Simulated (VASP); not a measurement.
# P2C2O (I4/mmm) in VASP: a series of runs

The runs below take P2C2O through single point, relaxation of cell and atoms, with PBE+D3(BJ).

Program: VASP 6.6.1. These are calculated values, not measurements. Logs are shortened: lines on timing, memory, paths and dates and some standing lists are left out, and cuts for length are marked.

### Step 1. The cell of the first run

Symmetry: I4/mmm, No. 139, tetragonal system. The conventional cell has a = 3.574 Å, b = 3.574 Å, c = 11.376 Å, α = 90.00°, β = 90.00°, γ = 90.00°. Within 2.7 Å of P (site symmetry 4mm) lie 4 C at 2.06 Å. Within 2.7 Å of C (site symmetry -4m2) lie 4 P at 2.06 Å and 4 C at 2.53 Å. Within 4.1 Å of O (site symmetry 4/mmm) lie 10 P at 3.11 to 3.87 Å and 8 C at 3.36 Å and 4 O at 3.57 Å.

The cell was generated, and may not be a known phase.

### Step 2. Single point, PBE+D3(BJ), collinear spin, ferromagnetic start

File INCAR:

```
ALGO = Normal ; EDIFF = 1E-6
ENCUT = 520 ; GGA = PE
ISIF = 2 ; ISMEAR = 0
ISPIN = 2 ; IVDW = 12
LASPH = T ; LCHARG = F
LORBIT = 11 ; LREAL = F
LWAVE = F ; MAGMOM = 0 0 1 1 1
NBANDS = 24 ; NELM = 150
PREC = Accurate ; SIGMA = 0.1
```

File KPOINTS:

```
k-points
0
Gamma
  6 6 6
```

File POSCAR:

```
P2C2O
1.0
   -1.7871570000      1.7871570000      5.6882228400
    1.7871570000     -1.7871570000      5.6882228400
    1.7871570000      1.7871570000     -5.6882228400
P C O
2 2 1
Direct
    0.6600390700      0.6600390700      0.0000000000
    0.3399609300      0.3399609300      0.0000000000
    0.7500000000      0.2500000000      0.5000000000
    0.2500000000      0.7500000000      0.5000000000
    0.0000000000      0.0000000000      0.0000000000
```

Potentials or basis: VASP PAW PBE potentials, release 64 (P, C, O).

Command:

```bash
$ cat potpaw_PBE.64/P/POTCAR potpaw_PBE.64/C/POTCAR potpaw_PBE.64/O/POTCAR > POTCAR
$ mpirun -np 1 vasp_std > vasp.out
```

OUTCAR:

```text
EDIFF = 1E-6
   ENCUT = 520
   GGA = PE
   ISIF = 2
   ISMEAR = 0
   ISPIN = 2
   IVDW = 12
   LASPH = T
   LORBIT = 11
   LREAL = F
   NELM = 150
   PREC = Accurate
 IVDW          = 12

 ion  position               nearest neighbor table
   1  0.660  0.660  0.000-   4 2.06   3 2.06   3 2.06   4 2.06
   2  0.340  0.340  0.000-   3 2.06   4 2.06   4 2.06   3 2.06
   3  0.750  0.250  0.500-   2 2.06   1 2.06   2 2.06   1 2.06
   4  0.250  0.750  0.500-   2 2.06   1 2.06   2 2.06   1 2.06
   5  0.000  0.000  0.000-

  LATTYP: Found a body centered tetragonal cell.
 ALAT       =     3.5743140000
 C/A-ratio  =     3.1828333157

  Lattice vectors:

 A1 = (  -1.7871570000,   1.7871570000,   5.6882228400)
 A2 = (   1.7871570000,  -1.7871570000,   5.6882228400)
 A3 = (   1.7871570000,   1.7871570000,  -5.6882228400)

Analysis of symmetry for initial positions (statically):
=====================================================================
 Subroutine PRICEL returns:
 Original cell was already a primitive cell.

 Routine SETGRP: Setting up the symmetry group for a
 body centered tetragonal supercell.

 Subroutine GETGRP returns: Found 16 space group operations
 (whereof 16 operations were pure point group operations)
 out of a pool of 16 trial point group operations.

The static configuration has the point symmetry D_4h.

Analysis of symmetry for dynamics (positions and initial velocities):
=====================================================================
 Subroutine PRICEL returns:
 Original cell was already a primitive cell.

 Routine SETGRP: Setting up the symmetry group for a
 body centered tetragonal supercell.

 Subroutine GETGRP returns: Found 16 space group operations
 (whereof 16 operations were pure point group operations)
 out of a pool of 16 trial point group operations.

The dynamic configuration has the point symmetry D_4h.

Analysis of structural, dynamic, and magnetic symmetry:
=====================================================================
 Subroutine PRICEL returns:
 Original cell was already a primitive cell.

 Routine SETGRP: Setting up the symmetry group for a
 body centered tetragonal supercell.

 Subroutine GETGRP returns: Found 16 space group operations
 (whereof 16 operations were pure point group operations)
 out of a pool of 16 trial point group operations.

The overall configuration has the point symmetry D_4h.

 Subroutine INISYM returns: Found 16 space group operations
 (whereof 16 operations are pure point group operations),
 and found     1 'primitive' translations

[... 134 lines left out ...]
  volume of cell :       72.67
 maximum number of plane-waves:      1975
 NGX is ok and might be reduce to    48
   NGX = 23   NGY = 23   NGZ = 23

 number of electron      24.0000002 magnetization       1.4697993

 Free energy of the ion-electron system (eV)
  ---------------------------------------------------
  ext. energy  EPLUGINS =         0.00000000
  ---------------------------------------------------
  free energy    TOTEN  =       -26.65003928 eV

  energy without entropy =      -26.63380929  energy(sigma->0) =      -26.64192428

 E-fermi :   3.2265     XC(G=0):  -9.7267

 val. band max:        3.2205967881   @ k =   0.3333   0.0000  -0.0000
 cond. band min:       3.2484026007   @ k =   0.5000   0.5000   0.3333
 fundamental gap:      0.0278058127
 Fermi energy:         3.2264548936

 spin component 1

 k-point     1 :       0.0000    0.0000    0.0000
  band No.  band energies     occupation
      1     -13.9904      1.00000
      2     -12.5017      1.00000
      3      -6.7702      1.00000
      4      -4.2237      1.00000
      5      -2.7897      1.00000
      6      -2.7897      1.00000
[... 637 lines left out ...]
     23      15.1328      0.00000
     24      15.4122      0.00000

 [... further k-points ...]

 spin component 2

 k-point     1 :       0.0000    0.0000    0.0000
  band No.  band energies     occupation
      1     -12.7321      1.00000
      2     -11.4770      1.00000
      3      -6.7446      1.00000
      4      -4.1682      1.00000
      5      -2.7670      1.00000
      6      -2.7670      1.00000
[... 637 lines left out ...]
     23      15.3221      0.00000
     24      15.5719      0.00000

 [... further k-points ...]

------------------------ aborting loop because EDIFF is reached ----------------------------------------

 Edisp (eV)   -0.95250

 E8    (eV) :    -0.3244

  FORCE on cell =-STRESS in cart. coord.  units (eV):
  Direction    XX          YY          ZZ          XY          YZ          ZX
  --------------------------------------------------------------------------------------
  -------------------------------------------------------------------------------------
  Total      -8.84209    -8.84209    -5.53094     0.00000     0.00000     0.00000
  in kB    -194.94105  -194.94105  -121.94047     0.00000     0.00000     0.00000
  external pressure =     -170.61 kB  Pullay stress =        0.00 kB

 VOLUME and BASIS-vectors are now :
 -----------------------------------------------------------------------------
  energy-cutoff  :      520.00
  volume of cell :       72.67
      direct lattice vectors                 reciprocal lattice vectors
    -1.787157000  1.787157000  5.688222840     0.000000000  0.279773965  0.087900916
     1.787157000 -1.787157000  5.688222840     0.279773965  0.000000000  0.087900916
     1.787157000  1.787157000 -5.688222840     0.279773965  0.279773965  0.000000000

 POSITION                                       TOTAL-FORCE (eV/Angst)
 -----------------------------------------------------------------------------------
      0.00000      0.00000      7.50890        -0.000000     -0.000000      1.371567
      0.00000      0.00000      3.86755        -0.000000     -0.000000     -1.371567
      0.00000      1.78716      2.84411         0.000000      0.000000      0.000000
      1.78716      0.00000      2.84411         0.000000      0.000000      0.000000
      0.00000      0.00000      0.00000         0.000000      0.000000     -0.000000
 -----------------------------------------------------------------------------------
    total drift:                                0.000000     -0.000000      0.000000

  FREE ENERGIE OF THE ION-ELECTRON SYSTEM (eV)
  ---------------------------------------------------
  free  energy   TOTEN  =       -27.6025385541 eV

  energy  without entropy=      -27.5863085613  energy(sigma->0) =      -27.59442356

 total charge

# of ion       s       p       d       tot
------------------------------------------
    1        1.093   1.208   0.000   2.301
    2        1.093   1.208   0.000   2.301
    3        0.935   1.294   0.000   2.229
    4        0.935   1.294   0.000   2.229
    5        1.610   3.044   0.000   4.654
--------------------------------------------------
tot          5.667   8.047   0.000  13.714

 magnetization (x)

# of ion       s       p       d       tot
------------------------------------------
    1        0.011   0.006   0.000   0.017
    2        0.011   0.006   0.000   0.017
    3       -0.001   0.023   0.000   0.022
    4       -0.001   0.023   0.000   0.022
    5        0.012   1.095   0.000   1.108
--------------------------------------------------
tot          0.032   1.154   0.000   1.186
```

OSZICAR:

```text
N       E                     dE             d eps       ncg     rms          rms(c)
DAV:   1     0.669359571244E+02    0.66936E+02   -0.10297E+04  2880   0.860E+02
DAV:   2    -0.232693119905E+02   -0.90205E+02   -0.85793E+02  3832   0.165E+02
DAV:   3    -0.281060621979E+02   -0.48368E+01   -0.47602E+01  3664   0.344E+01
[... 13 lines left out ...]
DAV:  17    -0.266500324119E+02   -0.14150E-03   -0.64591E-04  3360   0.761E-02    0.519E-02
DAV:  18    -0.266500405002E+02   -0.80882E-05   -0.69548E-05  3512   0.428E-02    0.220E-02
DAV:  19    -0.266500348632E+02    0.56370E-05   -0.25899E-05  3504   0.207E-02    0.128E-02
DAV:  20    -0.266500372012E+02   -0.23380E-05   -0.30146E-06  2872   0.713E-03    0.107E-02
DAV:  21    -0.266500391265E+02   -0.19253E-05   -0.31509E-06  3128   0.821E-03    0.377E-03
DAV:  22    -0.266500392810E+02   -0.15453E-06   -0.14722E-06  2120   0.561E-03
   1 F= -.27602539E+02 E0= -.27594424E+02  d E =-.162300E-01  mag=     1.4695
```

stdout:

```text
POSCAR found type information on POSCAR P C O
 POSCAR found :  3 types and       5 ions
 scaLAPACK will be used
 LDA part: xc-table for (Slater+PW92), standard interpolation
 POSCAR, INCAR and KPOINTS ok, starting setup
 FFT: planning ... GRIDC
 FFT: planning ... GRID_SOFT
 FFT: planning ... GRID
 WAVECAR not read
 entering main loop
```

Run time: 4.9 min. Hardware: 1 thread of Intel Xeon Platinum 8259CL at 2.50GHz (Skylake/Cascade Lake), shared host; peak memory 0.43 GiB.

What came out:

```yaml
Free_energy: -27.6025 eV
Pressure: -17.1 GPa
Largest_force: 1.372 eV/Å
Net_moment: 1.47 μB per cell
Site_moments: P +0.02; C +0.02; O +1.11 μB
Valence_electrons_inside_the_program's_atomic_spheres: P 2.30; C 2.23; O 4.65
Dispersion_energy_per_atom: -0.191 eV
```

Forces on the atoms (eV/Å):
```
P    0.000  0.000  1.372
P    0.000  0.000 -1.372
C    0.000  0.000  0.000
C    0.000  0.000  0.000
O    0.000  0.000  0.000
```

Stress tensor (GPa, compression positive):
```
-19.49   0.00   0.00
  0.00 -19.49   0.00
  0.00   0.00 -12.19
```

Caveat: the stress differs along the axes, from -19 to -12 GPa; forces of over 1 eV/Å act on the atoms, so gaps and moduli don't describe the material at rest.

### Step 3. Relaxation of cell and atoms, PBE+D3(BJ)

This run uses another cell than the first one, of 8.82 Å³/atom.

File INCAR:

```
PREC = Accurate
ENCUT = 600
EDIFF = 1E-6
ISMEAR = 0
SIGMA = 0.1
LREAL = False
LASPH = True
NELM = 60
ALGO = Normal
ISIF = 3
LWAVE = False
LCHARG = False
GGA = PE
IVDW = 12
IBRION = 2
NSW = 100
EDIFFG = -0.01
```

File KPOINTS:

```
Automatic mesh
0
Gamma
  14 14 14
```

File POSCAR:

```
P2C2O
1.0
   -1.9092233304      1.9092233304      3.0255331387
    1.9092233304     -1.9092233304      3.0255331387
    1.9092233304      1.9092233304     -3.0255331387
P C O
2 2 1
Direct
    0.7132468119      0.7132468119      0.0000000000
    0.2867531881      0.2867531881      0.0000000000
    0.7500000000      0.2500000000      0.5000000000
    0.2500000000      0.7500000000      0.5000000000
    0.0000000000      0.0000000000      0.0000000000
```

Potentials or basis: VASP PAW PBE potentials, release 64 (P, C, O).

Command:

```bash
$ cat potpaw_PBE.64/P/POTCAR potpaw_PBE.64/C/POTCAR potpaw_PBE.64/O/POTCAR > POTCAR
$ mpirun -np 1 vasp_std > vasp.out
```

Wall time 7 min (1 thread of Intel Xeon Platinum 8259CL at 2.50GHz (Skylake/Cascade Lake), shared host); peak memory 0.34 GiB.

The run converged. Its results:

* Free energy: -31.3535 eV
* Relaxed volume: 8.73 Å³/atom
* Relaxed cell: a = 4.031 Å, b = 4.031 Å, c = 4.031 Å, α = 123.45°, β = 123.45°, γ = 84.12°
* Space group after relaxing (to 0.1 Å): I4/mmm (No. 139)
* Energy gained by relaxing: 0.8 meV/atom
* Ionic steps: 7
* Pressure after relaxing: -0.1 GPa
* Largest force after relaxing: 0.004 eV/Å
* Band gap on the k mesh: zero (bands 12 and 13 overlap by 2.28 eV)
* Dispersion energy per atom: -0.305 eV

Forces on the atoms (eV/Å):
```
P    0.000  0.000 -0.004
P    0.000  0.000  0.004
C    0.000  0.000  0.000
C    0.000  0.000  0.000
O    0.000  0.000  0.000
```

Stress tensor (GPa, compression positive):
```
-0.17  0.00  0.00
 0.00 -0.17  0.00
 0.00  0.00 -0.06
```

The path:
| step | energy change (eV) | largest force (eV/Å) | pressure (GPa) | volume (Å³) |
| --- | --- | --- | --- | --- |
| 1 | 0.0000 | 0.0387 | -1.09 | 44.11 |
| 2 | -0.0018 | 0.1038 | 0.51 | 43.73 |
| 3 | -0.0018 | 0.1019 | 0.50 | 43.74 |
| 4 | -0.0033 | 0.0677 | 0.21 | 43.68 |
| 5 | -0.0036 | 0.0438 | 0.06 | 43.64 |
| 6 | -0.0036 | 0.0414 | 0.05 | 43.64 |
| 7 | -0.0038 | 0.0038 | -0.13 | 43.66 |

Final structure:
```yaml
crystal:
  lattice:
    - [-1.90956, 1.90956, 2.99316]
    - [1.90956, -1.90956, 2.99316]
    - [1.90956, 1.90956, -2.99316]
  atoms:
    - { symbol: P, position: [0.71083, 0.71083, 0.00000] }
    - { symbol: P, position: [0.28917, 0.28917, 0.00000] }
    - { symbol: C, position: [0.75000, 0.25000, 0.50000] }
    - { symbol: C, position: [0.25000, 0.75000, 0.50000] }
    - { symbol: O, position: [0.00000, 0.00000, 0.00000] }
```

Levels at points of the mesh, in eV from the Fermi level:
```csv
k point,band 9,band 10,band 11,band 12,band 13,band 14,band 15,band 16
"(0.00, 0.00, 0.00)",-5.11,-3.32,-2.81,-2.81,-1.42,2.92,3.26,4.58
"(0.50, 0.00, 0.00)",-3.84,-2.42,-1.94,-1.51,1.66,2.37,6.09,6.30
"(0.50, 0.50, 0.00)",-2.63,-1.14,-0.84,-0.50,-0.32,4.22,4.86,5.39
"(0.50, 0.50, 0.50)",-3.06,-2.19,-2.19,-1.34,1.61,3.47,3.71,5.84
```

The gap in the log of VASP goes by the Fermi energy; the results here count the filled bands.